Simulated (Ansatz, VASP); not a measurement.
# In3As in VASP and in Ansatz

```
CELL_PARAMETERS angstrom
2.14266 -2.14646 0.00000
2.14266 2.14646 0.00000
0.00000 0.00000 11.37624
ATOMIC_POSITIONS crystal
In 0.50000 0.50000 0.24240
In 0.50000 0.50000 0.75760
In 0.00000 0.00000 0.00000
As 0.50000 0.50000 0.50000
```

Alike in both runs: functional PBE; k mesh 6 × 6 × 2; occupations gaussian, width 0.1 eV; no spin polarisation.

Ansatz relaxed the structure, and its values are those at the end. VASP's run is a single point on that final structure, the one shown.

|  | VASP | Ansatz |
| --- | --- | --- |
| version | VASP 6.6.1 | Ansatz 0.2.0 |
| potentials or method | VASP PAW PBE potentials, release 64 (In_d, As), cutoff 520 eV | scalar-relativistic, plane waves, PAW |
| valence electrons in the cell | 44 | 54 |

```csv
,VASP,Ansatz,Ansatz less VASP
gap on the k mesh at the Fermi level (eV),none,none,-
pressure (GPa),0.0,0.1,+0.03
```

A gap of «none» marks a metal or a gap that the smearing closes. VASP's potentials hold 44 valence electrons a cell and Ansatz's 54, so a difference there can come from the potentials and not from the codes.
